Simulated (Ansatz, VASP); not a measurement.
# Two plane-wave programs on Nb

INCAR

```
SYSTEM = Nb
  PREC = Accurate
  ENCUT = 500
  EDIFF = 1E-7
  ISMEAR = 0
  SIGMA = 0.1
  LREAL = .False.
  LASPH = .True.
  NELM = 120
  ALGO = Normal
  ISIF = 3
  LWAVE = .False.
  LCHARG = .False.
  GGA = PS
  IBRION = 2
  NSW = 100
  EDIFFG = -0.01
  GGA_COMPAT = .False.
  NELMIN = 4
```

The input KPOINTS:

```
regular mesh
0
Gamma
  20 20 20
  0 0 0
```

Contents of POSCAR:

```
Nb
1.0
    2.7079840849      0.0000000000      0.0000000000
    0.0000000000      2.7079840849      0.0000000000
    0.0000000000      0.0000000000      2.7079840849
Nb
1
Direct
    0.0000000000      0.0000000000      0.0000000000
```

Input for Ansatz:

```yaml
crystal:
  lattice:
    - [2.7079840849, 0.0, 0.0]
    - [0.0, 2.7079840849, 0.0]
    - [0.0, 0.0, 2.7079840849]
  atoms:
    - { symbol: Nb, position: [0.0, 0.0, 0.0] }
basis:
  ecutwfc: 420
kpoints:
  mp_grid: { grid: [20, 20, 20] }
hamiltonian:
  xc: pbesol
scf:
  occupations: { method: gaussian, width: 0.1 }
output:
  forces: true
  stress: true
  eigenvalues: true
relax:
  adjacent_minimum: "off"
  f_tol: 0.01
  max_steps: 80
  cell: { stress_tol: 0.05 }
```

Alike in both runs: task relaxation of cell and atoms; functional PBEsol; k mesh 20 × 20 × 20; occupations gaussian, width 0.1 eV; no spin polarisation.

```csv
,VASP,Ansatz
version,VASP 6.6.1,Ansatz 0.2.0
potentials or method,"VASP PAW PBE potentials, release 64 (Nb_sv), cutoff 500 eV","scalar-relativistic, plane waves, PAW"
valence electrons in the cell,13,13
```

Ansatz gave:

| Item | Value |
| --- | --- |
| gap on the k mesh at the Fermi level, each at its own relaxed structure (eV) | none |
| relaxed volume (Å³/atom) | 19.34 |
| relaxed cell length with the largest relative difference (Å) | 2.684 |

**Question.** What did VASP give for the same quantities?

**Answer.** gap on the k mesh at the Fermi level, each at its own relaxed structure (eV): none; relaxed volume (Å³/atom): 19.32; relaxed cell length with the largest relative difference (Å): 2.683.

VASP's potentials were made for PBE, not for PBEsol. A gap of «none» marks a metal or a gap that the smearing closes.
